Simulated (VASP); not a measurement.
The system is FeNi3 (Awaruite).

```
Ni Fe
1.0
     3.54500    0.00000    0.00000
     0.00000    3.54500    0.00000
     0.00000    0.00000    3.54500
Ni Fe
3 1
Direct
  0.50000 0.50000 0.00000
  0.50000 0.00000 0.50000
  0.00000 0.50000 0.50000
  0.00000 0.00000 0.00000
```

Base run:

```yaml
Program: VASP 6.6.1
Functional: PBEsol
Potentials_or_basis: VASP PAW PBE potentials, release 64 (Ni, Fe)
Cutoff: 520 eV
k_mesh: 8 × 8 × 8
Occupations: fermi-dirac, width 0.05 eV
Spin: no spin polarisation
```

Its results: pressure -17.3 GPa.

Q: The run is repeated on the same cell with these changes: spin from no spin polarisation to collinear spin, ferromagnetic start; further incar settings from ALGO = Normal; EDIFF = 1e-06; NBANDS = 27 to ALGO = Normal; EDIFF = 1e-07; NBANDS = 31. What comes out?

A: Pressure -9.5 GPa; net moment 4.80 μB per cell; site moments Ni +0.64; Fe +2.90 μB.

Caveats: the PAW data sets were made with another functional, which shifts forces and pressure a little.
